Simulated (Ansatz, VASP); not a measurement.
H in VASP and in Ansatz

INCAR

```
PREC     = Accurate       # precision mode
ENCUT    = 520            # plane-wave cutoff, eV
EDIFF    = 1E-6           # SCF threshold, eV
ISMEAR   = 0              # smearing method
SIGMA    = 0.05           # smearing width, eV
LREAL    = False          # projectors in reciprocal space
LASPH    = True           # aspherical terms in the spheres
NELM     = 100            # most SCF steps
ALGO     = Normal         # electronic algorithm
ISIF     = 2              # what is computed and relaxed
LWAVE    = False          # write WAVECAR
LCHARG   = False          # write CHGCAR
NBANDS   = 6              # bands
```

Contents of KPOINTS:

```
regular mesh
0
Gamma
  10 10 26
```

The input POSCAR:

```
H
1.0
    2.7158797074      0.0000000000      0.0000000000
    0.0000000000      2.7158797074      0.0000000000
    0.0000000000      0.0000000000      1.0295175660
H
1
Direct
    0.0000000000      0.0000000000      0.5000000000
```

Input for Ansatz:

```yaml
crystal:
  lattice:
    - [2.7158797074, 0.0, 0.0]
    - [0.0, 2.7158797074, 0.0]
    - [0.0, 0.0, 1.029517566]
  atoms:
    - { symbol: H, position: [0.0, 0.0, 0.5] }
basis:
  ecutwfc: 420
kpoints:
  mp_grid: { grid: [10, 10, 26] }
hamiltonian:
  xc: lda
scf:
  occupations: { method: gaussian, width: 0.05 }
output:
  forces: true
  stress: true
  eigenvalues: true
```

Change from the starting cell: strain +0.025 along x and y, +0.050 along z, atoms carried along.

Alike in both runs: task single point; functional LDA; k mesh 10 × 10 × 26; occupations gaussian, width 0.05 eV; no spin polarisation.

```csv
,VASP,Ansatz
version,VASP 6.6.1,Ansatz 0.2.0
potentials or method,"VASP PAW LDA potentials, release 64 (H), cutoff 520 eV","scalar-relativistic, plane waves, PAW"
valence electrons in the cell,1,1
```

Ansatz gave:

```
gap on the k mesh at the Fermi level (eV)                     : none
pressure (GPa)                                                : -3.2
traceless stress, the component that is largest in VASP (GPa) : -6.62
```

Estimate VASP's values.

gap on the k mesh at the Fermi level (eV): none; pressure (GPa): -3.4; traceless stress, the component that is largest in VASP (GPa): -6.45.

LDA's correlation is that of Perdew and Zunger in VASP and of Perdew and Wang (1992) in Ansatz. A gap of «none» marks a metal or a gap that the smearing closes.
